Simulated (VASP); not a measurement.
# SnO (P6_3mc) in VASP: notebook

Aim: see how the results for SnO move with the level of theory and the settings. Levels: PBE, r2SCAN. Tasks: single point.

Program: VASP 6.6.1. These are calculated values, not measurements. Logs are shortened: lines on timing, memory, paths and dates and some standing lists are left out, and cuts for length are marked.

## (1) The cell of the first run

The structure is hexagonal, space group P6_3mc (No. 186). Conventional cell: a = 3.361 Å, b = 3.361 Å, c = 9.192 Å, α = 90.00°, β = 90.00°, γ = 120.00°. Sn (site symmetry 3m) has 3 O at 2.20 Å within 2.9 Å. Within 2.9 Å of O (site symmetry 3m) lie 3 Sn at 2.20 Å.

## (2) Single point, PBE

INCAR reads:

```
PREC = Accurate
ENCUT = 1340
EDIFF = 1E-6
ISMEAR = 0
SIGMA = 0.01
LREAL = False
LASPH = True
NELM = 120
ALGO = Normal
ISIF = 2
LWAVE = False
LCHARG = False
GGA = PE
NBANDS = 28
GGA_COMPAT = False
```

KPOINTS reads:

```
Automatic mesh
0
Gamma
  9 9 2
```

POSCAR reads:

```
SnO
1.0
    3.3612593762      0.0000000000      0.0000000000
   -1.6806296881      2.9109360085      0.0000000000
    0.0000000000      0.0000000000      9.1916329646
Sn O
2 2
Direct
    0.3333333333      0.6666666667     -0.0059446236
    0.6666666667      0.3333333333      0.4940553764
    0.3333333333      0.6666666667      0.3809446236
    0.6666666667      0.3333333333      0.8809446236
```

Potentials or basis: VASP PAW PBE potentials, release 64 (Sn_d, O_h).

Launch:

```console
> cat potpaw_PBE.64/Sn_d/POTCAR potpaw_PBE.64/O_h/POTCAR > POTCAR
> mpirun -np 1 vasp_std > vasp.out
```

OUTCAR:

```text
PREC = Accurate
   ENCUT = 1340
   EDIFF = 1E-6
   ISMEAR = 0
   LREAL = False
   LASPH = True
   NELM = 120
   ISIF = 2
   GGA = PE

 ion  position               nearest neighbor table
   1  0.333  0.667  0.994-   4 2.20   4 2.20   4 2.20
   2  0.667  0.333  0.494-   3 2.20   3 2.20   3 2.20
   3  0.333  0.667  0.381-   2 2.20   2 2.20   2 2.20
   4  0.667  0.333  0.881-   1 2.20   1 2.20   1 2.20

  LATTYP: Found a hexagonal cell.
 ALAT       =     3.3612593762
 C/A-ratio  =     2.7345800891

  Lattice vectors:

 A1 = (   3.3612593762,   0.0000000000,   0.0000000000)
 A2 = (  -1.6806296881,   2.9109360085,   0.0000000000)
 A3 = (   0.0000000000,   0.0000000000,   9.1916329646)

Analysis of symmetry for initial positions (statically):
=====================================================================
 Subroutine PRICEL returns:
 Original cell was already a primitive cell.

 Routine SETGRP: Setting up the symmetry group for a
 hexagonal supercell.

 Subroutine GETGRP returns: Found 12 space group operations
 (whereof  6 operations were pure point group operations)
 out of a pool of 24 trial point group operations.

The static configuration has the point symmetry C_3v.
 The point group associated with its full space group is C_6v.

Analysis of symmetry for dynamics (positions and initial velocities):
=====================================================================
 Subroutine PRICEL returns:
 Original cell was already a primitive cell.

 Routine SETGRP: Setting up the symmetry group for a
 hexagonal supercell.

 Subroutine GETGRP returns: Found 12 space group operations
 (whereof  6 operations were pure point group operations)
 out of a pool of 24 trial point group operations.

The dynamic configuration has the point symmetry C_3v.
 The point group associated with its full space group is C_6v.

 Subroutine INISYM returns: Found 12 space group operations
 (whereof  6 operations are pure point group operations),
 and found     1 'primitive' translations

----------------------------------------------------------------------------------------

                                     Primitive cell

  volume of cell :      89.9347

  direct lattice vectors                    reciprocal lattice vectors
     3.361259376  0.000000000  0.000000000     0.297507538  0.171766057  0.000000000
    -1.680629688  2.910936008  0.000000000     0.000000000  0.343532114  0.000000000
     0.000000000  0.000000000  9.191632965     0.000000000  0.000000000  0.108794597

  length of vectors
     3.361259376  3.361259376  9.191632965     0.343532114  0.343532114  0.108794597

  position of ions in fractional coordinates (direct lattice)
     0.333333333  0.666666667  0.994055376
     0.666666667  0.333333333  0.494055376
     0.333333333  0.666666667  0.380944624
     0.666666667  0.333333333  0.880944624

  ion indices of the primitive-cell ions
   primitive index   ion index
                 1           1
                 2           2
                 3           3
                 4           4

----------------------------------------------------------------------------------------

 KPOINTS: Automatic mesh

Automatic generation of k-mesh.
 Grid dimensions read from file:
 generate k-points for:    9    9    2

 Generating k-lattice:

  Cartesian coordinates                     Fractional coordinates (reciprocal lattice)
     0.033056393  0.019085117  0.000000000     0.111111111  0.000000000  0.000000000
     0.000000000  0.038170235  0.000000000     0.000000000  0.111111111  0.000000000
     0.000000000  0.000000000  0.054397298     0.000000000  0.000000000  0.500000000

  Length of vectors
     0.038170235  0.038170235  0.054397298

  Shift w.r.t. Gamma in fractional coordinates (k-lattice)
     0.000000000  0.000000000  0.000000000

 Subroutine IBZKPT returns following result:
 ===========================================

 Found     24 irreducible k-points:

 Following reciprocal coordinates:
            Coordinates               Weight
  0.000000  0.000000  0.000000      1.000000
  0.111111  0.000000  0.000000      6.000000
  0.222222  0.000000  0.000000      6.000000
  0.333333  0.000000  0.000000      6.000000
  0.444444  0.000000  0.000000      6.000000
  0.111111  0.111111  0.000000      6.000000
[... 16 lines left out ...]
  0.333333  0.222222  0.500000     12.000000
  0.333333  0.333333  0.500000      2.000000
   k-points           NKPTS =     24   k-points in BZ     NKDIM =     24   number of bands    NBANDS=     28
   number of dos      NEDOS =    301   number of ions     NIONS =      4
   total plane-waves  NPLWV = 179200
   dimension x,y,z NGX =    40 NGY =   40 NGZ =  112
   dimension x,y,z NGXF=    80 NGYF=   80 NGZF=  224
   ions per type =               2   2
   NGX,Y,Z   is equivalent  to a cutoff of  19.78, 19.78, 20.26 a.u.
   NGXF,Y,Z  is equivalent  to a cutoff of  39.57, 39.57, 40.51 a.u.
 SYSTEM =  unknown system
   PREC   = accura    normal or accurate (medium, high low for compatibility)
   ISTART =      0    job   : 0-new  1-cont  2-samecut
   ICHARG =      2    charge: 1-file 2-atom 10-const
   ISPIN  =      1    spin polarized calculation?
   LNONCOLLINEAR =      F non collinear calculations
   LSORBIT =      F    spin-orbit coupling
   LASPH  =      T    aspherical Exc in radial PAW
   ENCUT  = 1340.0 eV  98.49 Ry    9.92 a.u.  10.03 10.03 27.43*2*pi/ulx,y,z
   NELM   =    120;   NELMIN=  2; NELMDL= -5     # of ELM steps
   EDIFF  = 0.1E-05   stopping-criterion for ELM
   LREAL  =      F    real-space projection
   EDIFFG = 0.1E-04   stopping-criterion for IOM
   NSW    =      0    number of steps for IOM
   IBRION =     -1    ionic relax: 0-MD 1-quasi-New 2-CG
   NFREE  =      0    steps in history (QN), initial steepest desc. (CG)
   ISIF   =      2    stress and relaxation
   ISYM   =      2    0-nonsym 1-usesym 2-fastsym
   POTIM  = 0.5000    time-step for ionic-motion
   TEBEG  =    0.0;   TEEND  =   0.0 temperature during run
   PSTRESS=    0.0 pullay stress
   NELECT =      40.0000    total number of electrons
   NUPDOWN=      -1.0000    fix difference up-down
   EMIN   =  10.00;   EMAX   =-10.00  energy-range for DOS
   EFERMI =   0.00;   METHOD = LEGACY
   ISMEAR =     0;   SIGMA  =   0.01  broadening in eV -4-tet -1-fermi 0-gaus
   EFERMI_NEDOS =   21; number of points for ismear=-14 and -15
   IALGO  =     38    algorithm
   IMIX   =      4    mixing-type and parameters
     AMIX     =   0.40;   BMIX     =  1.00
     AMIX_MAG =   1.60;   BMIX_MAG =  1.00
  volume/ion in A,a.u.               =      22.48       151.73
  Fermi-wavevector in a.u.,A,eV,Ry     =   1.249642  2.361481 21.246937  1.561606
  Thomas-Fermi vector in A             =   2.383673
   LORBIT       =      0    0 simple, 1 ext, 2 COOP (PROOUT), +10 PAW based schemes
   GGA     = PE    functional components
   LHFCALC =     F    Hartree Fock is set to
   AEXX    =    0.0000 exact exchange contribution
   IVDW    =     0    specifies the selected vdW correction
   LEPSILON=     F    determine dielectric tensor
   LRPA    =     F    only Hartree local field effects (RPA)
 non-spin polarized calculation
 Gauss-broadening in eV      SIGMA  =   0.01
  energy-cutoff  :     1340.00
  volume of cell :       89.93
 maximum number of plane-waves:     10098
   NGX = 21   NGY = 21   NGZ = 55

 number of electron      40.0000001 magnetization

 Free energy of the ion-electron system (eV)
  ---------------------------------------------------
  ext. energy  EPLUGINS =         0.00000000
  ---------------------------------------------------
  free energy    TOTEN  =       -21.49051949 eV

  energy without entropy =      -21.49051949  energy(sigma->0) =      -21.49051949

 E-fermi :   3.7538     XC(G=0):  -8.8209

 val. band max:        3.6801673188   @ k =   0.3333   0.2222   0.0000
 cond. band min:       5.1331794101   @ k =   0.0000   0.0000   0.0000
 fundamental gap:      1.4530120913
 Fermi energy:         3.7537844316

 k-point     1 :       0.0000    0.0000    0.0000
  band No.  band energies     occupation
      1     -17.0887      2.00000
      2     -17.0887      2.00000
      3     -17.0887      2.00000
      4     -17.0887      2.00000
      5     -17.0815      2.00000
      6     -17.0790      2.00000
[... 20 lines left out ...]
     27      12.0572      0.00000
     28      14.4353      0.00000

 k-point     2 :       0.1111    0.0000    0.0000
  band No.  band energies     occupation
      1     -17.1426      2.00000
      2     -17.1405      2.00000
      3     -17.0703      2.00000
      4     -17.0702      2.00000
      5     -17.0453      2.00000
      6     -17.0446      2.00000
[... 20 lines left out ...]
     27      11.9143      0.00000
     28      14.5855      0.00000

 k-point     3 :       0.2222    0.0000    0.0000
  band No.  band energies     occupation
      1     -17.2350      2.00000
      2     -17.2326      2.00000
      3     -17.0242      2.00000
      4     -17.0241      2.00000
      5     -17.0170      2.00000
      6     -17.0155      2.00000
[... 20 lines left out ...]
     27      11.6270      0.00000
     28      13.9293      0.00000

 k-point     4 :       0.3333    0.0000    0.0000
  band No.  band energies     occupation
      1     -17.3321      2.00000
      2     -17.3304      2.00000
      3     -17.0335      2.00000
      4     -17.0323      2.00000
      5     -16.9807      2.00000
      6     -16.9802      2.00000
[... 578 lines left out ...]
     27      12.5995      0.00000
     28      12.5995      0.00000

 k-point    23 :       0.3333    0.2222    0.5000
  band No.  band energies     occupation
      1     -17.3706      2.00000
      2     -17.3706      2.00000
      3     -17.0163      2.00000
      4     -17.0163      2.00000
      5     -17.0006      2.00000
      6     -17.0006      2.00000
[... 20 lines left out ...]
     27      12.3642      0.00000
     28      12.3642      0.00000

 k-point    24 :       0.3333    0.3333    0.5000
  band No.  band energies     occupation
      1     -17.3701      2.00000
      2     -17.3701      2.00000
      3     -17.0095      2.00000
      4     -17.0095      2.00000
      5     -16.9865      2.00000
      6     -16.9865      2.00000
[... 20 lines left out ...]
     27      12.7712      0.00000
     28      12.7712      0.00000

------------------------ aborting loop because EDIFF is reached ----------------------------------------

  FORCE on cell =-STRESS in cart. coord.  units (eV):
  Direction    XX          YY          ZZ          XY          YZ          ZX
  --------------------------------------------------------------------------------------
  -------------------------------------------------------------------------------------
  Total        0.0553730      0.0553730      0.0781795      0.0000000      0.0000000      0.0000000
  in kB        0.9864638      0.9864638      1.3927590      0.0000000      0.0000000      0.0000000
  external PRESSURE =       1.1218955 kB  Pullay stress =       0.0000000 kB

 VOLUME and BASIS-vectors are now :
 -----------------------------------------------------------------------------
  energy-cutoff  :     1340.00
  volume of cell :       89.93
      direct lattice vectors                 reciprocal lattice vectors
     3.361259376  0.000000000  0.000000000     0.297507538  0.171766057  0.000000000
    -1.680629688  2.910936008  0.000000000     0.000000000  0.343532114  0.000000000
     0.000000000  0.000000000  9.191632965     0.000000000  0.000000000  0.108794597

 POSITION                                       TOTAL-FORCE (eV/Angst)
 -----------------------------------------------------------------------------------
     -0.00000      1.94062      9.13699        -0.000000      0.000000      0.055875
      1.68063      0.97031      4.54118         0.000000     -0.000000      0.055875
     -0.00000      1.94062      3.50150        -0.000000     -0.000000     -0.055875
      1.68063      0.97031      8.09732         0.000000      0.000000     -0.055875
 -----------------------------------------------------------------------------------
    total drift:                               -0.000000      0.000000     -0.000496

  FREE ENERGIE OF THE ION-ELECTRON SYSTEM (eV)
  ---------------------------------------------------
  free  energy   TOTEN  =       -21.4905194878 eV

  energy  without entropy=      -21.4905194878  energy(sigma->0) =      -21.49051949
```

It took 3.3 min on 1 thread of Intel Xeon Platinum 8375C at 2.90GHz (Ice Lake), shared host; peak memory 0.54 GiB.

Results:

| Item | Value |
| --- | --- |
| Free energy | -21.4905 eV |
| Pressure | 0.1 GPa |
| Largest force | 0.056 eV/Å |
| Band gap on the k mesh | 1.45 eV (least direct gap 1.84 eV) |

Forces on the atoms (eV/Å):
```
Sn   0.000  0.000  0.056
Sn   0.000  0.000  0.056
O    0.000  0.000 -0.056
O    0.000  0.000 -0.056
```

Levels at points of the mesh, in eV from the valence-band top:
| k point | band 18 | band 19 | band 20 | band 21 | band 22 | band 23 |
| --- | --- | --- | --- | --- | --- | --- |
| (0.00, 0.00, 0.00) | -2.40 | -1.91 | -0.83 | 1.45 | 2.73 | 7.69 |
| (0.00, 0.00, 0.50) | -2.41 | -1.42 | -1.42 | 2.11 | 2.11 | 8.33 |

Caveat: the structure was generated, so it needn't be the stable form of SnO; spin-orbit coupling is left out, which moves the levels of the heavy elements. A k mesh can miss the band edges.

## (3) Single point, r2SCAN

This run uses another cell than the first one, of 21.71 Å³/atom.

POSCAR reads:

```
SnO
1.0
    3.2981563295      0.0000000000      0.0000000000
   -1.6490781648      2.8562871670      0.0000000000
    0.0000000000      0.0000000000      9.2163704110
Sn O
2 2
Direct
    0.3333333333      0.6666666667     -0.0066374703
    0.6666666667      0.3333333333      0.4933625297
    0.3333333333      0.6666666667      0.3816374703
    0.6666666667      0.3333333333      0.8816374703
```

INCAR.step1 reads:

```
SYSTEM = SnO
PREC     = Accurate       ! precision mode
ENCUT    = 1480           ! plane-wave cutoff, eV
ISMEAR   = 0              ! smearing method
SIGMA    = 0.01           ! smearing width, eV
LREAL    = .False.        ! projectors in reciprocal space
LASPH    = .True.         ! aspherical terms in the spheres
NELM     = 120            ! most SCF steps
NBANDS   = 28             ! bands
GGA      = PE             ! functional
ALGO     = Normal         ! electronic algorithm
EDIFF    = 1E-5           ! SCF threshold, eV
LWAVE    = .True.         ! write WAVECAR
LCHARG   = .False.        ! write CHGCAR
GGA_COMPAT= .False.
```

INCAR.step2 reads:

```
SYSTEM = SnO
PREC     = Accurate       ! precision mode
ENCUT    = 1480           ! plane-wave cutoff, eV
EDIFF    = 1E-6           ! SCF threshold, eV
ISMEAR   = 0              ! smearing method
SIGMA    = 0.01           ! smearing width, eV
LREAL    = .False.        ! projectors in reciprocal space
LASPH    = .True.         ! aspherical terms in the spheres
NELM     = 120            ! most SCF steps
ALGO     = Normal         ! electronic algorithm
ISIF     = 2              ! what is computed and relaxed
LWAVE    = .False.        ! write WAVECAR
LCHARG   = .False.        ! write CHGCAR
METAGGA  = R2SCAN         ! meta-GGA
LMIXTAU  = .True.       
NBANDS   = 28             ! bands
ISTART   = 1            
GGA_COMPAT= .False.
```

KPOINTS reads:

```
regular mesh
0
Gamma
  9 9 2
  0 0 0
```

Potentials or basis: VASP PAW PBE potentials, release 64 (Sn_d, O_h).

Launch:

```console
> cat potpaw_PBE.64/Sn_d/POTCAR potpaw_PBE.64/O_h/POTCAR > POTCAR
> cp INCAR.step1 INCAR
> mpirun -np 1 vasp_std > vasp.out
> cp INCAR.step2 INCAR
> mpirun -np 1 vasp_std > vasp.out
```

It took 13 min on 1 thread of Intel Xeon Platinum 8488C (Sapphire Rapids), shared host; peak memory 0.66 GiB.

Results (log left out):

```
Free energy            : -65.3908 eV
Pressure               : 0.4 GPa
Largest force          : 0.106 eV/Å
Band gap on the k mesh : 1.64 eV (least direct gap 2.02 eV)
```

Forces in eV/Å, atoms in the order of the input:
```
Sn   0.000  0.000  0.106
Sn   0.000  0.000  0.106
O    0.000  0.000 -0.106
O    0.000  0.000 -0.106
```

Stress tensor (GPa, compression positive):
```
0.42 0.00 0.00
0.00 0.42 0.00
0.00 0.00 0.33
```

Levels at points of the mesh, in eV from the valence-band top:
| k point | band 18 | band 19 | band 20 | band 21 | band 22 | band 23 |
| --- | --- | --- | --- | --- | --- | --- |
| (0.00, 0.00, 0.00) | -2.88 | -2.31 | -1.11 | 1.64 | 3.06 | 7.95 |
| (0.00, 0.00, 0.50) | -2.88 | -1.76 | -1.76 | 2.36 | 2.36 | 9.20 |

Caveat: the structure was generated, so it needn't be the stable form of SnO; the PAW data sets were made with another functional, which shifts forces and pressure a little; spin-orbit coupling is left out, which moves the levels of the heavy elements. A k mesh can miss the band edges.
